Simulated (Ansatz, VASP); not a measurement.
# One calculation of Mg5Te3, two programs

```
CELL_PARAMETERS angstrom
3.86773 0.00000 0.00000
0.00000 3.86773 0.00000
0.00000 0.00000 13.61314
ATOMIC_POSITIONS crystal
Mg 0.00000 0.00000 0.24739
Mg 0.00000 0.00000 0.75261
Mg 0.00000 0.00000 0.00000
Mg 0.50000 0.50000 0.37922
Mg 0.50000 0.50000 0.62078
Te 0.50000 0.50000 0.14266
Te 0.50000 0.50000 0.85734
Te 0.00000 0.00000 0.50000
```

Change from the starting cell: species swapped into the Ti3Pd5 type (P4/mmm, No. 123).

Alike in both runs: functional PBE; k mesh 4 × 4 × 2; occupations gaussian, width 0.2 eV; no spin polarisation.

Ansatz relaxed the structure, and its values are those at the end. VASP's run is a single point on that final structure, the one shown.

|  | VASP | Ansatz |
| --- | --- | --- |
| version | VASP 6.6.1 | Ansatz 0.2.0 |
| potentials or method | VASP PAW PBE potentials, release 64 (Mg, Te), cutoff 520 eV | scalar-relativistic, plane waves, PAW |
| valence electrons in the cell | 28 | 98 |

|  | VASP | Ansatz | Ansatz less VASP |
| --- | --- | --- | --- |
| gap on the k mesh at the Fermi level (eV) | none | none | - |
| pressure (GPa) | -0.1 | 0.0 | +0.07 |
| rms of the force components (eV/Å) | 0.023 | 0.022 | -0.0008 |

A gap of «none» marks a metal or a gap that the smearing closes. The functional is the same, so the differences come from potentials, cutoffs and numerics. VASP's potentials hold 28 valence electrons a cell and Ansatz's 98, so a difference there can come from the potentials and not from the codes.

The k mesh is coarse, so the values compare programs but aren't converged. Neither program's run includes spin-orbit coupling.
